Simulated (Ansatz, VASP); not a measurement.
**In3GaAs4 in VASP and in Ansatz**

```
In Ga As
1.0
     4.33362    0.00000    0.00000
     0.00000    4.33362    0.00000
     0.00000    0.00000   12.04925
In Ga As
3 1 4
Direct
  0.50000 0.50000 0.24037
  0.50000 0.50000 0.75963
  0.00000 0.00000 0.50000
  0.00000 0.00000 0.00000
  0.50000 0.00000 0.11016
  0.00000 0.50000 0.88984
  0.00000 0.50000 0.37012
  0.50000 0.00000 0.62988
```

Alike in both runs: functional PBE; k mesh 4 × 4 × 2; occupations gaussian, width 0.2 eV; no spin polarisation.

Ansatz relaxed the structure, and its values are those at the end. VASP's run is a single point on that final structure, the one shown.

```csv
,VASP,Ansatz
version,VASP 6.6.1,Ansatz 0.2.0
potentials or method,"VASP PAW PBE potentials, release 64 (In_d, Ga_d, As), cutoff 520 eV","scalar-relativistic, plane waves, PAW"
valence electrons in the cell,72,112
```

|  | VASP | Ansatz | Ansatz less VASP |
| --- | --- | --- | --- |
| gap on the k mesh at the Fermi level (eV) | none | none | - |
| pressure (GPa) | -0.1 | -0.2 | -0.07 |
| rms of the force components (eV/Å) | 0.022 | 0.021 | -0.0017 |

A gap of «none» marks a metal or a gap that the smearing closes. VASP's potentials hold 72 valence electrons a cell and Ansatz's 112, so a difference there can come from the potentials and not from the codes.

The k mesh is coarse, so the values compare programs but aren't converged.
